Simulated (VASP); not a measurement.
# CdSe: single point with LDA

CdSe:

```
CELL_PARAMETERS angstrom
0.00000 2.78241 2.78241
2.78241 0.00000 2.78241
2.78241 2.78241 0.00000
ATOMIC_POSITIONS crystal
Cd 0.00000 0.00000 0.00000
Se 0.50000 0.50000 0.50000
```

```yaml
Program: VASP 6.6.1
Task: single point
Functional: LDA
Potentials_or_basis: VASP PAW LDA potentials, release 64 (Cd, Se)
Cutoff: 520 eV
k_mesh: 8 × 8 × 8
Occupations: fermi-dirac, width 0.05 eV
Spin: no spin polarisation
```

| Property | Result |
| --- | --- |
| Pressure | 0.7 GPa |
| Band gap on the k mesh | zero (bands 9 and 10 overlap by 0.67 eV) |

Levels at points of the mesh, in eV from the Fermi level:
```tsv
k point	band 7	band 8	band 9	band 10	band 11	band 12
(0.00, 0.00, 0.00)	-0.87	-0.87	-0.87	0.17	8.61	8.61
(0.50, 0.00, 0.00)	-5.59	-0.11	-0.11	2.72	5.01	5.01
(0.50, 0.50, 0.00)	-4.86	-2.54	-2.54	-0.77	5.19	10.15
```

Run time: 26 s on 1 thread of AMD EPYC 7R13 (shared host), peak memory 0.13 GiB.

Caveat: semilocal functionals underestimate gaps, so a narrow gap can read as zero.
